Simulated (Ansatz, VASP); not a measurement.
## FeGe in VASP and in Ansatz

```
CELL_PARAMETERS angstrom
2.90302 0.00000 0.00000
-1.45151 2.51409 0.00000
0.00000 0.00000 4.40368
ATOMIC_POSITIONS crystal
Fe 0.00000 0.00000 0.00000
Ge 0.33333 0.66667 0.50000
```

Alike in both runs: task relaxation of cell and atoms; functional PBE; k mesh 6 × 6 × 4; occupations gaussian, width 0.1 eV; collinear spin.

|  | VASP | Ansatz |
| --- | --- | --- |
| version | VASP 6.6.1 | Ansatz 0.2.0 |
| potentials or method | VASP PAW PBE potentials, release 64 (Fe, Ge_d), cutoff 600 eV | scalar-relativistic, plane waves, PAW |
| valence electrons in the cell | 22 | 30 |

Ansatz gave:

| Property | Result |
| --- | --- |
| gap on the k mesh at the Fermi level, each at its own relaxed structure (eV) | none |
| net moment per atom (μB) | 0.88 |
| size of the moment on the site where the two differ most (μB) | 0.05 |
| relaxed volume (Å³/atom) | 13.57 |
| relaxed cell length with the largest relative difference (Å) | 2.975 |

Problem. Which values does VASP return?

Solution. gap on the k mesh at the Fermi level, each at its own relaxed structure (eV): none; net moment per atom (μB): 0.88; size of the moment on the site where the two differ most (μB): 0.07; relaxed volume (Å³/atom): 13.62; relaxed cell length with the largest relative difference (Å): 2.980.

Site moments also hang on the region over which each program counts them. A gap of «none» marks a metal or a gap that the smearing closes. VASP's potentials hold 22 valence electrons a cell and Ansatz's 30, so a difference there can come from the potentials and not from the codes.

The k mesh is coarse, so the values compare programs but aren't converged. Noted on VASP's run: the volume moved by over 15 % at a fixed basis, so the end points are rough.
